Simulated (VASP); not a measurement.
# CaSe (I4/mmm) in VASP: further runs

CaSe is run at these levels: PBEsol; tasks: single point.

Program: VASP 6.6.1. These are calculated values, not measurements. Logs are shortened: lines on timing, memory, paths and dates and some standing lists are left out, and cuts for length are marked.

**1. The cell of the first run**

It takes space group I4/mmm (No. 139, tetragonal). Conventional cell: a = 4.108 Å, b = 4.108 Å, c = 5.886 Å, α = 90.00°, β = 90.00°, γ = 90.00°. Within 3.8 Å of Ca (site symmetry 4/mmm) lie 6 Se at 2.91 to 2.94 Å. Within 3.8 Å of Se (site symmetry 4/mmm) lie 6 Ca at 2.91 to 2.94 Å.

**2. Single point, PBEsol (in-plane strain -0.01, then relaxed in part)**

The input, INCAR:

```
PREC = Accurate
ENCUT = 520
EDIFF = 1E-6
ISMEAR = 0
SIGMA = 0.01
LREAL = F
LASPH = T
NELM = 100
ALGO = Normal
ISIF = 2
LWAVE = F
LCHARG = T
GGA = PS
LELF = T
LVHAR = T
NBANDS = 15
```

The input, KPOINTS:

```
Automatic mesh
0
Gamma
  8 8 8
```

The input, POSCAR:

```
CaSe
1.0
    2.9051060776      2.9051060776      0.0000000000
   -2.9051060776      2.9051060776      0.0000000000
    0.0000000000      2.9051060776      2.9427961853
Ca Se
1 1
Direct
    0.0000000000      0.0000000000      0.0000000000
    0.5000000000      0.5000000000      0.0000000000
```

Potentials or basis: VASP PAW PBE potentials, release 64 (Ca_sv, Se).

Command:

```bash
$ cat potpaw_PBE.64/Ca_sv/POTCAR potpaw_PBE.64/Se/POTCAR > POTCAR
$ mpirun -np 1 vasp_std > vasp.out
```

OUTCAR:

```text
PREC = Accurate
   ENCUT = 520
   EDIFF = 1E-6
   ISMEAR = 0
   LREAL = F
   LASPH = T
   NELM = 100
   ISIF = 2
   GGA = PS

 ion  position               nearest neighbor table
   1  0.000  0.000  0.000-   2 2.91   2 2.91   2 2.91   2 2.91   2 2.94   2 2.94
   2  0.500  0.500  0.000-   1 2.91   1 2.91   1 2.91   1 2.91   1 2.94   1 2.94

  LATTYP: Found a body centered tetragonal cell.
 ALAT       =     4.1084404151
 C/A-ratio  =     1.4325612096

  Lattice vectors:

 A1 = (   2.9051060776,   0.0000000000,  -2.9427961853)
 A2 = (  -2.9051060776,   0.0000000000,  -2.9427961853)
 A3 = (   0.0000000000,   2.9051060776,   2.9427961853)

Analysis of symmetry for initial positions (statically):
=====================================================================
 Subroutine PRICEL returns:
 Original cell was already a primitive cell.

 Routine SETGRP: Setting up the symmetry group for a
 body centered tetragonal supercell.

 Subroutine GETGRP returns: Found 16 space group operations
 (whereof 16 operations were pure point group operations)
 out of a pool of 16 trial point group operations.

The static configuration has the point symmetry D_4h.

Analysis of symmetry for dynamics (positions and initial velocities):
=====================================================================
 Subroutine PRICEL returns:
 Original cell was already a primitive cell.

 Routine SETGRP: Setting up the symmetry group for a
 body centered tetragonal supercell.

 Subroutine GETGRP returns: Found 16 space group operations
 (whereof 16 operations were pure point group operations)
 out of a pool of 16 trial point group operations.

The dynamic configuration has the point symmetry D_4h.

 Subroutine INISYM returns: Found 16 space group operations
 (whereof 16 operations are pure point group operations),
 and found     1 'primitive' translations

----------------------------------------------------------------------------------------

                                     Primitive cell

  volume of cell :      49.6723

  direct lattice vectors                    reciprocal lattice vectors
     2.905106078  2.905106078  0.000000000     0.172110755  0.172110755 -0.169906432
    -2.905106078  2.905106078  0.000000000    -0.172110755  0.172110755 -0.169906432
     0.000000000  2.905106078  2.942796185     0.000000000  0.000000000  0.339812864

  length of vectors
     4.108440415  4.108440415  4.135177228     0.296837362  0.296837362  0.339812864

  position of ions in fractional coordinates (direct lattice)
     0.000000000  0.000000000  0.000000000
     0.500000000  0.500000000  0.000000000
[... 89 lines left out ...]
   NUPDOWN=      -1.0000    fix difference up-down
   EMIN   =  10.00;   EMAX   =-10.00  energy-range for DOS
   EFERMI =   0.00;   METHOD = LEGACY
   ISMEAR =     0;   SIGMA  =   0.01  broadening in eV -4-tet -1-fermi 0-gaus
   EFERMI_NEDOS =   21; number of points for ismear=-14 and -15
   IALGO  =     38    algorithm
   IMIX   =      4    mixing-type and parameters
     AMIX     =   0.40;   BMIX     =  1.00
     AMIX_MAG =   1.60;   BMIX_MAG =  1.00
  volume/ion in A,a.u.               =      24.84       167.60
  Fermi-wavevector in a.u.,A,eV,Ry     =   1.122217  2.120682 17.134777  1.259371
  Thomas-Fermi vector in A             =   2.258875
   LORBIT       =      0    0 simple, 1 ext, 2 COOP (PROOUT), +10 PAW based schemes
   GGA     = PS    functional components
   LHFCALC =     F    Hartree Fock is set to
   AEXX    =    0.0000 exact exchange contribution
   IVDW    =     0    specifies the selected vdW correction
   LEPSILON=     F    determine dielectric tensor
   LRPA    =     F    only Hartree local field effects (RPA)
 non-spin polarized calculation
 Gauss-broadening in eV      SIGMA  =   0.01
  energy-cutoff  :      520.00
  volume of cell :       49.67
 maximum number of plane-waves:      1363
   NGX = 15   NGY = 15   NGZ = 15

 number of electron      16.0000002 magnetization

 Free energy of the ion-electron system (eV)
  ---------------------------------------------------
  ext. energy  EPLUGINS =         0.00000000
  ---------------------------------------------------
  free energy    TOTEN  =       -10.06842826 eV

  energy without entropy =      -10.06842826  energy(sigma->0) =      -10.06842826

 E-fermi :   2.6975     XC(G=0):  -9.5019

 val. band max:        2.6357803517   @ k =   0.0000   0.0000   0.0000
 cond. band min:       4.4496294801   @ k =   0.5000   0.5000  -0.0000
 fundamental gap:      1.8138491284
 Fermi energy:         2.6975464621

 k-point     1 :       0.0000    0.0000    0.0000
  band No.  band energies     occupation
      1     -36.7883      2.00000
      2     -17.8725      2.00000
      3     -17.8709      2.00000
      4     -17.8709      2.00000
      5      -9.3403      2.00000
      6       2.6252      2.00000
      7       2.6358      2.00000
      8       2.6358      2.00000
      9       6.0263      0.00000
     10       6.1974      0.00000
     11       6.2880      0.00000
     12       6.2880      0.00000
     13       6.8896      0.00000
     14       6.9246      0.00000
[... 401 lines left out ...]
      2     -17.9643      2.00000
      3     -17.8937      2.00000
      4     -17.8736      2.00000
      5      -8.8164      2.00000
      6       0.0609      2.00000
      7       1.5495      2.00000
      8       1.5941      2.00000
      9       6.6222      0.00000
     10       7.1415      0.00000
     11       7.7554      0.00000
     12       7.8060      0.00000
     13       9.1169      0.00000
     14       9.6197      0.00000
     15      12.1484      0.00000

 [... further k-points ...]

------------------------ aborting loop because EDIFF is reached ----------------------------------------

  FORCE on cell =-STRESS in cart. coord.  units (eV):
  Direction    XX          YY          ZZ          XY          YZ          ZX
  --------------------------------------------------------------------------------------
  -------------------------------------------------------------------------------------
  Total        0.5016912      0.5016912      0.0717019      0.0000000     -0.0000000      0.0000000
  in kB       16.1820244     16.1820244      2.3127402      0.0000000     -0.0000000      0.0000000
  external PRESSURE =      11.5589297 kB  Pullay stress =       0.0000000 kB

 VOLUME and BASIS-vectors are now :
 -----------------------------------------------------------------------------
  energy-cutoff  :      520.00
  volume of cell :       49.67
      direct lattice vectors                 reciprocal lattice vectors
     2.905106078  2.905106078  0.000000000     0.172110755  0.172110755 -0.169906432
    -2.905106078  2.905106078  0.000000000    -0.172110755  0.172110755 -0.169906432
     0.000000000  2.905106078  2.942796185     0.000000000  0.000000000  0.339812864

 POSITION                                       TOTAL-FORCE (eV/Angst)
 -----------------------------------------------------------------------------------
      0.00000      0.00000      0.00000         0.000000     -0.000000      0.000000
      0.00000      2.90511      0.00000        -0.000000      0.000000      0.000000
 -----------------------------------------------------------------------------------
    total drift:                                0.000000     -0.000000     -0.000000

  FREE ENERGIE OF THE ION-ELECTRON SYSTEM (eV)
  ---------------------------------------------------
  free  energy   TOTEN  =       -10.0684282643 eV

  energy  without entropy=      -10.0684282643  energy(sigma->0) =      -10.06842826
```

OSZICAR:

```text
N       E                     dE             d eps       ncg     rms          rms(c)
DAV:   1     0.108175793637E+03    0.10818E+03   -0.75684E+03  1778   0.994E+02
DAV:   2    -0.566120297434E+01   -0.11384E+03   -0.10792E+03  2162   0.246E+02
DAV:   3    -0.100201521001E+02   -0.43589E+01   -0.43202E+01  2431   0.464E+01
DAV:   4    -0.102134046716E+02   -0.19325E+00   -0.19313E+00  2387   0.804E+00
DAV:   5    -0.102155415613E+02   -0.21369E-02   -0.21368E-02  2394   0.835E-01    0.427E+00
DAV:   6    -0.100851713655E+02    0.13037E+00   -0.15105E-01  2078   0.220E+00    0.251E+00
DAV:   7    -0.100677872155E+02    0.17384E-01   -0.78117E-02  2292   0.189E+00    0.716E-01
DAV:   8    -0.100683356418E+02   -0.54843E-03   -0.86637E-03  1959   0.737E-01    0.993E-02
DAV:   9    -0.100684020687E+02   -0.66427E-04   -0.50720E-04  2239   0.237E-01    0.378E-02
DAV:  10    -0.100684249521E+02   -0.22883E-04   -0.10711E-04  2064   0.736E-02    0.135E-02
DAV:  11    -0.100684288759E+02   -0.39238E-05   -0.15821E-05  2232   0.373E-02    0.681E-03
DAV:  12    -0.100684282643E+02    0.61163E-06   -0.18938E-06  1923   0.105E-02
   1 F= -.10068428E+02 E0= -.10068428E+02  d E =-.595144E-21
```

stdout:

```text
POSCAR found type information on POSCAR CaSe
 POSCAR found :  2 types and       2 ions
 scaLAPACK will be used
 -----------------------------------------------------------------------------
|                                                                             |
|                                                                             |
|     You enforced a specific xc type in the INCAR file but a different       |
|     I HOPE YOU KNOW WHAT YOU ARE DOING!                                     |
|                                                                             |
 -----------------------------------------------------------------------------

 LDA part: xc-table for (Slater+PW92), standard interpolation
 POSCAR, INCAR and KPOINTS ok, starting setup
 FFT: planning ... GRIDC
 FFT: planning ... GRID_SOFT
 FFT: planning ... GRID
 WAVECAR not read
 entering main loop
```

Run time: 29 s. Hardware: 1 thread of Intel Xeon 6975P-C, shared host; peak memory 0.2 GiB.

Results:

```
Free energy            : -10.0684 eV
Pressure               : 1.2 GPa
Band gap on the k mesh : 1.81 eV, indirect (least direct gap 2.78 eV)
```

Caveat: the cell differs from its parent crystal (in-plane strain -0.01, then relaxed in part); the PAW data sets were made with another functional, which shifts forces and pressure a little.

**3. Single point, PBEsol (in-plane strain -0.01)**

The input, INCAR:

```
SYSTEM = CaSe
PREC = Accurate
ENCUT = 520
EDIFF = 1E-7
ISMEAR = 0
SIGMA = 0.01
LREAL = .False.
LASPH = .True.
NELM = 60
ALGO = Normal
ISIF = 2
LWAVE = .False.
LCHARG = .False.
GGA = PS
NBANDS = 15
```

The input, KPOINTS:

```
Automatic mesh
0
Gamma
  8 8 8
  0 0 0
```

POSCAR: that of step 2 with these lines changed.

```diff
@@ -4,3 +4,3 @@
    -2.9051060776      2.9051060776      0.0000000000
-    0.0000000000      2.9051060776      2.9427961853
+    0.0000000000      2.9051060776      2.9520572869
 Ca Se
```

Potentials or basis: VASP PAW PBE potentials, release 64 (Ca_sv, Se).

Command:

```bash
$ cat potpaw_PBE.64/Ca_sv/POTCAR potpaw_PBE.64/Se/POTCAR > POTCAR
$ mpirun -np 1 vasp_std > vasp.out
```

OUTCAR:

```text
SYSTEM = CaSe
   PREC = Accurate
   ENCUT = 520
   EDIFF = 1E-7
   ISMEAR = 0
   LREAL = .False.
   LASPH = .True.
   NELM = 60
   ISIF = 2
   GGA = PS

 ion  position               nearest neighbor table
   1  0.000  0.000  0.000-   2 2.91   2 2.91   2 2.91   2 2.91   2 2.95   2 2.95
   2  0.500  0.500  0.000-   1 2.91   1 2.91   1 2.91   1 2.91   1 2.95   1 2.95

  LATTYP: Found a body centered tetragonal cell.
 ALAT       =     4.1084404151
 C/A-ratio  =     1.4370695391

  Lattice vectors:

 A1 = (   2.9051060776,   0.0000000000,  -2.9520572869)
 A2 = (  -2.9051060776,   0.0000000000,  -2.9520572869)
 A3 = (   0.0000000000,   2.9051060776,   2.9520572869)

Analysis of symmetry for initial positions (statically):
=====================================================================
 Subroutine PRICEL returns:
 Original cell was already a primitive cell.

 Routine SETGRP: Setting up the symmetry group for a
 body centered tetragonal supercell.

 Subroutine GETGRP returns: Found 16 space group operations
 (whereof 16 operations were pure point group operations)
 out of a pool of 16 trial point group operations.

The static configuration has the point symmetry D_4h.

Analysis of symmetry for dynamics (positions and initial velocities):
[... 170 lines left out ...]
      3     -17.9014      2.00000
      4     -17.9014      2.00000
      5      -9.3517      2.00000
      6       2.6009      2.00000
      7       2.6136      2.00000
      8       2.6136      2.00000
      9       5.9806      0.00000
     10       6.1625      0.00000
     11       6.2749      0.00000
     12       6.2749      0.00000
     13       6.8663      0.00000
     14       6.9063      0.00000
[... 401 lines left out ...]
      2     -17.9941      2.00000
      3     -17.9245      2.00000
      4     -17.9039      2.00000
      5      -8.8300      2.00000
      6       0.0422      2.00000
      7       1.5289      2.00000
      8       1.5762      2.00000
      9       6.5971      0.00000
     10       7.1245      0.00000
     11       7.7091      0.00000
     12       7.7768      0.00000
     13       9.0947      0.00000
     14       9.5959      0.00000
     15      12.0900      0.00000

 [... further k-points ...]
[... 5 lines left out ...]
  --------------------------------------------------------------------------------------
  -------------------------------------------------------------------------------------
  Total        0.4848451      0.4848451     -0.0408806      0.0000000      0.0000000     -0.0000000
  in kB       15.5895961     15.5895961     -1.3144649      0.0000000      0.0000000     -0.0000000
  external PRESSURE =       9.9549091 kB  Pullay stress =       0.0000000 kB

 VOLUME and BASIS-vectors are now :
 -----------------------------------------------------------------------------
  energy-cutoff  :      520.00
  volume of cell :       49.83
      direct lattice vectors                 reciprocal lattice vectors
     2.905106078  2.905106078  0.000000000     0.172110755  0.172110755 -0.169373407
    -2.905106078  2.905106078  0.000000000    -0.172110755  0.172110755 -0.169373407
     0.000000000  2.905106078  2.952057287     0.000000000  0.000000000  0.338746814

 POSITION                                       TOTAL-FORCE (eV/Angst)
 -----------------------------------------------------------------------------------
      0.00000      0.00000      0.00000         0.000000     -0.000000      0.000000
      0.00000      2.90511      0.00000        -0.000000      0.000000      0.000000
 -----------------------------------------------------------------------------------
    total drift:                                0.000000     -0.000000     -0.000000

  FREE ENERGIE OF THE ION-ELECTRON SYSTEM (eV)
  ---------------------------------------------------
  free  energy   TOTEN  =       -10.0685129081 eV

  energy  without entropy=      -10.0685129081  energy(sigma->0) =      -10.06851291
```

stdout:

```text
POSCAR found type information on POSCAR CaSe
 POSCAR found :  2 types and       2 ions
 scaLAPACK will be used
 -----------------------------------------------------------------------------
|                                                                             |
|                                                                             |
|     You enforced a specific xc type in the INCAR file but a different       |
|     I HOPE YOU KNOW WHAT YOU ARE DOING!                                     |
|                                                                             |
 -----------------------------------------------------------------------------

 LDA part: xc-table for (Slater+PW92), standard interpolation
 POSCAR, INCAR and KPOINTS ok, starting setup
 FFT: planning ... GRIDC
 FFT: planning ... GRID_SOFT
 FFT: planning ... GRID
 WAVECAR not read
 entering main loop
```

Wall time 36 s (1 thread of Intel Xeon 6975P-C, shared host); peak memory 0.2 GiB.

What came out:

```
Free energy            : -10.0685 eV
Pressure               : 1.0 GPa
Band gap on the k mesh : 1.82 eV, indirect (least direct gap 2.78 eV)
```

Levels at points of the mesh, in eV from the valence-band top:
```
           k point  band 6  band 7  band 8  band 9  band 10  band 11
(0.00, 0.00, 0.00)   -0.01    0.00    0.00    3.37     3.55     3.66
(0.50, 0.00, 0.00)   -3.49   -1.31   -1.30    4.43     5.54     5.56
(0.50, 0.50, 0.00)   -2.64   -1.02   -0.99    1.82     5.03     5.16
(0.00, 0.00, 0.50)   -2.70   -0.95   -0.95    1.83     5.07     5.12
```

Caveat: the cell differs from its parent crystal (in-plane strain -0.01); the PAW data sets were made with another functional, which shifts forces and pressure a little. A k mesh can miss the band edges.
